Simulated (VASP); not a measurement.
Au: single point with revPBE

The system is Au.

```
CELL_PARAMETERS angstrom
2.76992 0.00000 0.00000
0.00000 2.76992 0.00000
0.00000 0.00000 2.76992
ATOMIC_POSITIONS crystal
Au 0.00000 0.00000 0.00000
```

| Quantity | Value |
| --- | --- |
| Program | VASP 6.6.1 |
| Task | single point |
| Functional | revPBE |
| Potentials or basis | VASP PAW PBE potentials, release 64 (Au) |
| Cutoff | 520 eV |
| k mesh | 19 × 19 × 19 |
| Occupations | fermi-dirac, width 0.1 eV |
| Spin | no spin polarisation |
| Dipole correction | no |
| Further INCAR settings | ALGO = Normal; EDIFF = 1e-06; NBANDS = 12 |

```yaml
Pressure: -0.2 GPa
```

Levels at points of the mesh, in eV from the Fermi level:
```csv
k point,band 2,band 3,band 4,band 5,band 6,band 7,band 8,band 9,band 10,band 11
"(0.00, 0.00, 0.00)",-5.44,-5.44,-1.46,-1.46,-1.46,13.74,13.74,13.74,18.44,20.82
```

It took 18 s on 1 thread of Intel(R) Xeon(R) Platinum 8488C (Sapphire Rapids), with other jobs on the host, peak memory 0.17 GiB.

Caveat: the PAW data sets were made with another functional, which shifts forces and pressure a little; spin-orbit coupling is left out, which moves the levels of the heavy elements.
